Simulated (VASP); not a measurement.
# RbBr (CsCl type) (Pm-3m) in VASP: further runs

Runs on RbBr (CsCl type). Level: LDA. Tasks: single point.

Program: VASP 6.6.1. These are calculated values, not measurements. Logs are shortened: lines on timing, memory, paths and dates and some standing lists are left out, and cuts for length are marked.

## (1) The cell of the first run

The structure is cubic, space group Pm-3m (No. 221). Conventional cell: a = 3.188 Å, b = 3.188 Å, c = 3.188 Å, α = 90.00°, β = 90.00°, γ = 90.00°. Rb (site symmetry m-3m) has 8 Br at 2.76 Å and 6 Rb at 3.19 Å within 3.6 Å. Within 3.6 Å of Br (site symmetry m-3m) lie 8 Rb at 2.76 Å and 6 Br at 3.19 Å.

## (2) Single point, LDA (volume scaled by 0.52)

Contents of INCAR:

```
SYSTEM = RbBr
PREC = Accurate ; ENCUT = 520
EDIFF = 1E-6 ; ISMEAR = -1
SIGMA = 0.1 ; LREAL = .FALSE.
LASPH = .TRUE. ; NELM = 100
ALGO = Normal ; ISIF = 2
LWAVE = .FALSE. ; LCHARG = .TRUE.
LELF = .TRUE. ; LVHAR = .TRUE.
NBANDS = 15
```

Contents of KPOINTS:

```
regular mesh
0
G
  12 12 12
  0 0 0
```

Contents of POSCAR:

```
RbBr
1.0
    3.1883823464      0.0000000000      0.0000000000
    0.0000000000      3.1883823464      0.0000000000
    0.0000000000      0.0000000000      3.1883823464
Rb Br
1 1
Direct
    0.0000000000      0.0000000000      0.0000000000
    0.5000000000      0.5000000000      0.5000000000
```

Potentials or basis: VASP PAW LDA potentials, release 64 (Rb_sv, Br).

Run with:

```sh
$ cat potpaw_LDA.64/Rb_sv/POTCAR potpaw_LDA.64/Br/POTCAR > POTCAR
$ mpirun -np 1 vasp_std > vasp.out
```

OUTCAR:

```text
SYSTEM = RbBr
   PREC = Accurate
   ENCUT = 520
   EDIFF = 1E-6
   ISMEAR = -1
   LREAL = .FALSE.
   LASPH = .TRUE.
   NELM = 100
   ISIF = 2

 ion  position               nearest neighbor table
   1  0.000  0.000  0.000-   2 2.76   2 2.76   2 2.76   2 2.76   2 2.76   2 2.76   2 2.76   2 2.76

   2  0.500  0.500  0.500-   1 2.76   1 2.76   1 2.76   1 2.76   1 2.76   1 2.76   1 2.76   1 2.76

  LATTYP: Found a simple cubic cell.
 ALAT       =     3.1883823464

  Lattice vectors:

 A1 = (   3.1883823464,   0.0000000000,   0.0000000000)
 A2 = (   0.0000000000,   3.1883823464,   0.0000000000)
 A3 = (   0.0000000000,   0.0000000000,   3.1883823464)

Analysis of symmetry for initial positions (statically):
=====================================================================
 Subroutine PRICEL returns:
 Original cell was already a primitive cell.

 Routine SETGRP: Setting up the symmetry group for a
 simple cubic supercell.

 Subroutine GETGRP returns: Found 48 space group operations
 (whereof 48 operations were pure point group operations)
 out of a pool of 48 trial point group operations.

The static configuration has the point symmetry O_h .

Analysis of symmetry for dynamics (positions and initial velocities):
=====================================================================
 Subroutine PRICEL returns:
 Original cell was already a primitive cell.

 Routine SETGRP: Setting up the symmetry group for a
 simple cubic supercell.

 Subroutine GETGRP returns: Found 48 space group operations
 (whereof 48 operations were pure point group operations)
 out of a pool of 48 trial point group operations.

The dynamic configuration has the point symmetry O_h .

 Subroutine INISYM returns: Found 48 space group operations
 (whereof 48 operations are pure point group operations),
 and found     1 'primitive' translations

----------------------------------------------------------------------------------------

                                     Primitive cell

  volume of cell :      32.4124

  direct lattice vectors                    reciprocal lattice vectors
     3.188382346  0.000000000  0.000000000     0.313638670  0.000000000  0.000000000
     0.000000000  3.188382346  0.000000000     0.000000000  0.313638670  0.000000000
     0.000000000  0.000000000  3.188382346     0.000000000  0.000000000  0.313638670

  length of vectors
     3.188382346  3.188382346  3.188382346     0.313638670  0.313638670  0.313638670

  position of ions in fractional coordinates (direct lattice)
     0.000000000  0.000000000  0.000000000
     0.500000000  0.500000000  0.500000000

  ion indices of the primitive-cell ions
   primitive index   ion index
                 1           1
                 2           2

----------------------------------------------------------------------------------------

 KPOINTS: regular mesh

Automatic generation of k-mesh.
 Grid dimensions read from file:
 generate k-points for:   12   12   12

 Generating k-lattice:

  Cartesian coordinates                     Fractional coordinates (reciprocal lattice)
     0.026136556  0.000000000  0.000000000     0.083333333  0.000000000  0.000000000
     0.000000000  0.026136556  0.000000000     0.000000000  0.083333333  0.000000000
     0.000000000  0.000000000  0.026136556     0.000000000  0.000000000  0.083333333

  Length of vectors
     0.026136556  0.026136556  0.026136556

  Shift w.r.t. Gamma in fractional coordinates (k-lattice)
     0.000000000  0.000000000  0.000000000

 Subroutine IBZKPT returns following result:
 ===========================================

 Found     84 irreducible k-points:

 Following reciprocal coordinates:
            Coordinates               Weight
  0.000000  0.000000  0.000000      1.000000
  0.083333  0.000000  0.000000      6.000000
  0.166667  0.000000  0.000000      6.000000
  0.250000  0.000000  0.000000      6.000000
  0.333333  0.000000  0.000000      6.000000
  0.416667  0.000000  0.000000      6.000000
[... 16 lines left out ...]
  0.333333  0.333333  0.000000     12.000000
  0.416667  0.333333  0.000000     24.000000
 [... further k-points ...]
   k-points           NKPTS =     84   k-points in BZ     NKDIM =     84   number of bands    NBANDS=     15
   number of dos      NEDOS =    301   number of ions     NIONS =      2
   total plane-waves  NPLWV =  13824
   dimension x,y,z NGX =    24 NGY =   24 NGZ =   24
   dimension x,y,z NGXF=    48 NGYF=   48 NGZF=   48
   ions per type =               1   1
   NGX,Y,Z   is equivalent  to a cutoff of  12.51, 12.51, 12.51 a.u.
   NGXF,Y,Z  is equivalent  to a cutoff of  25.03, 25.03, 25.03 a.u.
 SYSTEM =  RbBr
   PREC   = accura    normal or accurate (medium, high low for compatibility)
   ISTART =      0    job   : 0-new  1-cont  2-samecut
   ICHARG =      2    charge: 1-file 2-atom 10-const
   ISPIN  =      1    spin polarized calculation?
   LNONCOLLINEAR =      F non collinear calculations
   LSORBIT =      F    spin-orbit coupling
   LASPH  =      T    aspherical Exc in radial PAW
   ENCUT  =  520.0 eV  38.22 Ry    6.18 a.u.   5.93  5.93  5.93*2*pi/ulx,y,z
   NELM   =    100;   NELMIN=  2; NELMDL= -5     # of ELM steps
   EDIFF  = 0.1E-05   stopping-criterion for ELM
   LREAL  =      F    real-space projection
   EDIFFG = 0.1E-04   stopping-criterion for IOM
   NSW    =      0    number of steps for IOM
   IBRION =     -1    ionic relax: 0-MD 1-quasi-New 2-CG
   NFREE  =      0    steps in history (QN), initial steepest desc. (CG)
   ISIF   =      2    stress and relaxation
   ISYM   =      2    0-nonsym 1-usesym 2-fastsym
   POTIM  = 0.5000    time-step for ionic-motion
   TEBEG  =    0.0;   TEEND  =   0.0 temperature during run
   PSTRESS=    0.0 pullay stress
   NELECT =      16.0000    total number of electrons
   NUPDOWN=      -1.0000    fix difference up-down
   EMIN   =  10.00;   EMAX   =-10.00  energy-range for DOS
   EFERMI =   0.00;   METHOD = LEGACY
   ISMEAR =    -1;   SIGMA  =   0.10  broadening in eV -4-tet -1-fermi 0-gaus
   EFERMI_NEDOS =   21; number of points for ismear=-14 and -15
   IALGO  =     38    algorithm
   IMIX   =      4    mixing-type and parameters
     AMIX     =   0.40;   BMIX     =  1.00
     AMIX_MAG =   1.60;   BMIX_MAG =  1.00
  volume/ion in A,a.u.               =      16.21       109.36
  Fermi-wavevector in a.u.,A,eV,Ry     =   1.293832  2.444987 22.776156  1.674000
  Thomas-Fermi vector in A             =   2.425453
   LORBIT       =      0    0 simple, 1 ext, 2 COOP (PROOUT), +10 PAW based schemes
   GGA     = CA    functional components
   LHFCALC =     F    Hartree Fock is set to
   AEXX    =    0.0000 exact exchange contribution
   IVDW    =     0    specifies the selected vdW correction
   LEPSILON=     F    determine dielectric tensor
   LRPA    =     F    only Hartree local field effects (RPA)
 non-spin polarized calculation
  energy-cutoff  :      520.00
  volume of cell :       32.41
 maximum number of plane-waves:       912
 NGX is ok and might be reduce to    24

 number of electron      15.9999998 magnetization

 Free energy of the ion-electron system (eV)
  ---------------------------------------------------
  ext. energy  EPLUGINS =         0.00000000
  ---------------------------------------------------
  free energy    TOTEN  =        -2.92239590 eV

  energy without entropy =       -2.92239556  energy(sigma->0) =       -2.92239573

 E-fermi :   7.1442     XC(G=0): -11.9867

 val. band max:        6.0054642260   @ k =   0.0000   0.0000   0.0000
 cond. band min:       8.2073548139   @ k =   0.0000   0.0000   0.0000
 fundamental gap:      2.2018905879
 Fermi energy:         7.1441989280

 k-point     1 :       0.0000    0.0000    0.0000
  band No.  band energies     occupation
      1     -20.3416      2.00000
      2      -9.1570      2.00000
      3      -3.7221      2.00000
      4      -3.7221      2.00000
      5      -3.7221      2.00000
      6       6.0055      1.99998
      7       6.0055      1.99998
      8       6.0055      1.99998
      9       8.2074      0.00005
     10       8.2074      0.00005
     11      14.9958      0.00000
     12      16.9560      0.00000
     13      16.9560      0.00000
     14      16.9560      0.00000
     15      21.0727      0.00000

 k-point     2 :       0.0833    0.0000    0.0000
  band No.  band energies     occupation
      1     -20.3084      2.00000
      2      -9.2533      2.00000
      3      -3.7248      2.00000
      4      -3.6816      2.00000
      5      -3.6816      2.00000
      6       5.4805      2.00000
      7       5.8960      1.99999
      8       5.8960      1.99999
      9       8.3025      0.00002
     10       8.7739      0.00000
     11      15.3754      0.00000
     12      16.9170      0.00000
     13      16.9170      0.00000
     14      17.0394      0.00000
     15      20.0047      0.00000

 k-point     3 :       0.1667    0.0000    0.0000
  band No.  band energies     occupation
      1     -20.2153      2.00000
      2      -9.5253      2.00000
      3      -3.6874      2.00000
      4      -3.5675      2.00000
      5      -3.5675      2.00000
      6       4.4045      2.00000
      7       5.5941      2.00000
      8       5.5941      2.00000
      9       8.5863      0.00000
     10      10.0820      0.00000
     11      16.2824      0.00000
     12      16.8909      0.00000
     13      16.8909      0.00000
     14      17.2851      0.00000
     15      18.2223      0.00000
[... 343 lines left out ...]
 k-point    23 :       0.3333    0.3333    0.0000
  band No.  band energies     occupation
      1     -19.6232      2.00000
      2      -9.7125      2.00000
      3      -5.7611      2.00000
      4      -4.0418      2.00000
      5      -2.8953      2.00000
      6       2.8603      2.00000
      7       4.5420      2.00000
      8       5.0579      2.00000
      9      11.2803      0.00000
     10      12.9914      0.00000
     11      13.4933      0.00000
     12      15.4983      0.00000
     13      16.6146      0.00000
     14      18.2989      0.00000
     15      21.0750      0.00000

 k-point    24 :       0.4167    0.3333    0.0000
  band No.  band energies     occupation
      1     -19.5393      2.00000
      2      -9.5851      2.00000
      3      -5.8221      2.00000
      4      -4.7459      2.00000
      5      -2.8087      2.00000
      6       3.2728      2.00000
      7       4.3587      2.00000
      8       5.1210      2.00000
      9      11.0099      0.00000
     10      12.8695      0.00000
     11      13.3714      0.00000
     12      14.4573      0.00000
     13      17.6459      0.00000
     14      19.2847      0.00000
     15      20.4579      0.00000

 [... further k-points ...]
[... 5 lines left out ...]
  --------------------------------------------------------------------------------------
  -------------------------------------------------------------------------------------
  Total       15.3388538     15.3388538     15.3388538      0.0000000      0.0000000     -0.0000000
  in kB      758.2148789    758.2148789    758.2148789      0.0000000      0.0000000     -0.0000000
  external PRESSURE =     758.2148789 kB  Pullay stress =       0.0000000 kB

 VOLUME and BASIS-vectors are now :
 -----------------------------------------------------------------------------
  energy-cutoff  :      520.00
  volume of cell :       32.41
      direct lattice vectors                 reciprocal lattice vectors
     3.188382346  0.000000000  0.000000000     0.313638670  0.000000000  0.000000000
     0.000000000  3.188382346  0.000000000     0.000000000  0.313638670  0.000000000
     0.000000000  0.000000000  3.188382346     0.000000000  0.000000000  0.313638670

 POSITION                                       TOTAL-FORCE (eV/Angst)
 -----------------------------------------------------------------------------------
      0.00000      0.00000      0.00000         0.000000      0.000000      0.000000
      1.59419      1.59419      1.59419         0.000000      0.000000      0.000000
 -----------------------------------------------------------------------------------
    total drift:                                0.000000      0.000000     -0.000000

  FREE ENERGIE OF THE ION-ELECTRON SYSTEM (eV)
  ---------------------------------------------------
  free  energy   TOTEN  =        -2.9223959031 eV

  energy  without entropy=       -2.9223955607  energy(sigma->0) =       -2.92239573
```

Run time: 9.8 s. Hardware: 1 thread of Intel Xeon 6975P-C (Granite Rapids), shared host; peak memory 0.15 GiB.

What came out:

```
Free energy            : -2.9224 eV
Pressure               : 75.8 GPa
Band gap on the k mesh : 2.20 eV, direct
```

Levels at points of the mesh, in eV from the valence-band top:
```tsv
k point	band 6	band 7	band 8	band 9	band 10	band 11
(0.00, 0.00, 0.00)	0.00	0.00	0.00	2.20	2.20	8.99
(0.50, 0.00, 0.00)	-5.09	-1.69	-1.69	4.81	7.00	11.63
(0.50, 0.50, 0.00)	-1.70	-1.70	-0.50	4.05	6.03	6.79
(0.50, 0.50, 0.50)	-5.46	-5.46	-5.46	11.76	11.76	11.76
```

Caveat: the cell differs from its parent crystal (volume scaled by 0.52).

## (3) Single point, LDA

Contents of INCAR:

```
  PREC = Accurate
  ENCUT = 520
  EDIFF = 1E-6
  ISMEAR = -1
  SIGMA = 0.1
  LREAL = F
  LASPH = T
  NELM = 60
  ALGO = Normal
  ISIF = 2
  LWAVE = F
  LCHARG = F
  NBANDS = 15
```

Contents of KPOINTS:

```
regular mesh
0
Gamma
  12 12 12
```

Contents of POSCAR:

```
RbBr
1.0
    3.3441547396      0.0000000000      0.0000000000
    0.0000000000      3.3441547396      0.0000000000
    0.0000000000      0.0000000000      3.3441547396
Rb Br
1 1
Direct
    0.0000000000      0.0000000000      0.0000000000
    0.5000000000      0.5000000000      0.5000000000
```

Potentials or basis: VASP PAW LDA potentials, release 64 (Rb_sv, Br).

Run with:

```sh
$ cat potpaw_LDA.64/Rb_sv/POTCAR potpaw_LDA.64/Br/POTCAR > POTCAR
$ mpirun -np 1 vasp_std > vasp.out
```

Wall time 16 s (1 thread of Intel Xeon 6975P-C (Granite Rapids), shared host); peak memory 0.17 GiB.

The run converged. Its results:

```
Free energy            : -4.7063 eV
Pressure               : 42.2 GPa
Band gap on the k mesh : 3.28 eV, direct
```

Levels at points of the mesh, in eV from the valence-band top:
| k point | band 5 | band 6 | band 7 | band 8 | band 9 | band 10 | band 11 | band 12 |
| --- | --- | --- | --- | --- | --- | --- | --- | --- |
| (0.00, 0.00, 0.00) | -9.11 | 0.00 | 0.00 | 0.00 | 3.28 | 3.28 | 7.56 | 11.02 |
| (0.50, 0.00, 0.00) | -8.65 | -4.21 | -1.10 | -1.10 | 5.60 | 7.69 | 10.72 | 11.10 |
| (0.50, 0.50, 0.00) | -8.42 | -1.55 | -1.55 | -0.20 | 4.53 | 6.21 | 7.36 | 7.36 |
| (0.50, 0.50, 0.50) | -10.14 | -4.19 | -4.19 | -4.19 | 10.92 | 10.92 | 10.92 | 13.13 |

## (4) Single point, LDA

Contents of INCAR:

```
SYSTEM = RbBr
  PREC = Accurate
  ENCUT = 520
  EDIFF = 1E-6
  ISMEAR = -1
  SIGMA = 0.1
  LREAL = .FALSE.
  LASPH = .TRUE.
  NELM = 100
  ALGO = Normal
  ISIF = 2
  LWAVE = .FALSE.
  LCHARG = .FALSE.
  GGA = CA
  NBANDS = 15
```

Contents of KPOINTS:

```
regular mesh
0
G
  12 12 12
  0 0 0
```

POSCAR is that of step 3.

Run with:

```sh
$ cat potpaw_LDA.64/Rb_sv/POTCAR potpaw_LDA.64/Br/POTCAR > POTCAR
$ mpirun -np 1 vasp_std > vasp.out
```

It took 16 s on 1 thread of Intel Xeon 6975P-C (Granite Rapids), shared host; peak memory 0.17 GiB.

The run converged. Its results:

```
Free energy            : -4.7063 eV
Pressure               : 42.2 GPa
Band gap on the k mesh : 3.28 eV, direct
```

Levels at points of the mesh, in eV from the valence-band top:
```tsv
k point	band 4	band 5	band 6	band 7	band 8	band 9	band 10	band 11	band 12	band 13
(0.00, 0.00, 0.00)	-9.11	-9.11	0.00	0.00	0.00	3.28	3.28	7.56	11.02	11.02
(0.50, 0.00, 0.00)	-8.65	-8.65	-4.21	-1.10	-1.10	5.60	7.69	10.72	11.10	12.18
(0.50, 0.50, 0.00)	-11.00	-8.42	-1.55	-1.55	-0.20	4.53	6.21	7.36	7.36	15.41
(0.50, 0.50, 0.50)	-10.14	-10.14	-4.19	-4.19	-4.19	10.92	10.92	10.92	13.13	13.13
```

A k mesh can miss the band edges.

## (5) Single point, LDA

This run uses another cell than the first one, of 18.70 Å³/atom, 1.154 times its volume.

Contents of INCAR:

```
SYSTEM = RbBr
PREC = Accurate ; ENCUT = 520
EDIFF = 1E-6 ; ISMEAR = 1
SIGMA = 0.05 ; LREAL = .False.
LASPH = .True. ; NELM = 80
ALGO = Normal ; ISIF = 2
LWAVE = .False. ; LCHARG = .False.
NBANDS = 15
```

Contents of KPOINTS:

```
Automatic mesh
0
Gamma
  12 12 12
  0.5 0.5 0.5
```

POSCAR is that of step 4.

Run with:

```sh
$ cat potpaw_LDA.64/Rb_sv/POTCAR potpaw_LDA.64/Br/POTCAR > POTCAR
$ mpirun -np 1 vasp_std > vasp.out
```

It took 11 s on 1 thread of Intel Xeon 6975P-C (Granite Rapids), shared host; peak memory 0.15 GiB.

It converged, with:

```yaml
Free_energy: -4.7063 eV
Pressure: 42.2 GPa
Band_gap_on_the_k_mesh: 3.58 eV, direct
```

Levels at points of the mesh, in eV from the valence-band top:
```tsv
k point	band 5	band 6	band 7	band 8	band 9	band 10	band 11	band 12
(0.04, 0.04, 0.04)	-8.93	-0.16	0.00	0.00	3.58	3.58	7.90	10.97
```

## (6) Single point, LDA (volume scaled by 0.68)

Contents of INCAR:

```
SYSTEM = RbBr
  ALGO = Normal
  EDIFF = 1E-6
  ENCUT = 520
  GGA = CA
  ISIF = 2
  ISMEAR = -1
  LASPH = .TRUE.
  LCHARG = .FALSE.
  LREAL = .FALSE.
  LWAVE = .FALSE.
  NBANDS = 15
  NELM = 60
  PREC = Accurate
  SIGMA = 0.1
```

Contents of KPOINTS:

```
k-points
0
G
  12 12 12
  0 0 0
```

Contents of POSCAR:

```
RbBr
1.0
    3.4866277754      0.0000000000      0.0000000000
    0.0000000000      3.4866277754      0.0000000000
    0.0000000000      0.0000000000      3.4866277754
Rb Br
1 1
Direct
    0.0000000000      0.0000000000      0.0000000000
    0.5000000000      0.5000000000      0.5000000000
```

Potentials or basis: VASP PAW LDA potentials, release 64 (Rb_sv, Br).

Run with:

```sh
$ cat potpaw_LDA.64/Rb_sv/POTCAR potpaw_LDA.64/Br/POTCAR > POTCAR
$ mpirun -np 1 vasp_std > vasp.out
```

It took 17 s on 1 thread of Intel Xeon 6975P-C (Granite Rapids), shared host; peak memory 0.18 GiB.

Results (log left out):

- Free energy: -5.7037 eV
- Pressure: 23.6 GPa
- Band gap on the k mesh: 4.01 eV, direct

Levels at points of the mesh, in eV from the valence-band top:
| k point | band 6 | band 7 | band 8 | band 9 | band 10 | band 11 |
| --- | --- | --- | --- | --- | --- | --- |
| (0.00, 0.00, 0.00) | 0.00 | 0.00 | 0.00 | 4.01 | 4.01 | 6.51 |
| (0.50, 0.00, 0.00) | -3.53 | -0.73 | -0.73 | 6.10 | 8.11 | 9.89 |
| (0.50, 0.50, 0.00) | -1.44 | -1.44 | -0.03 | 4.83 | 6.29 | 7.70 |
| (0.50, 0.50, 0.50) | -3.31 | -3.31 | -3.31 | 10.26 | 10.26 | 10.26 |

Caveat: the cell differs from its parent crystal (volume scaled by 0.68). A k mesh can miss the band edges.

## (7) The runs side by side

```tsv
cell	k mesh	smearing	gap on the mesh (eV)	pressure (GPa)
a = 3.188 Å, 2 atoms	12 × 12 × 12	fermi-dirac 0.1 eV	2.20	75.8
a = 3.344 Å, 2 atoms	12 × 12 × 12	fermi-dirac 0.1 eV	3.28	42.2
a = 3.344 Å, 2 atoms	12 × 12 × 12, shifted	methfessel-paxton 0.05 eV	3.58	42.2
a = 3.487 Å, 2 atoms	12 × 12 × 12	fermi-dirac 0.1 eV	4.01	23.6
```

Alike in all rows: task single point; level LDA; potentials or basis VASP PAW LDA potentials, release 64 (Rb_sv, Br); no spin polarisation; cutoff (eV) 520.

Total energies depend on the potentials used, so only differences within one code and one set of settings carry meaning.
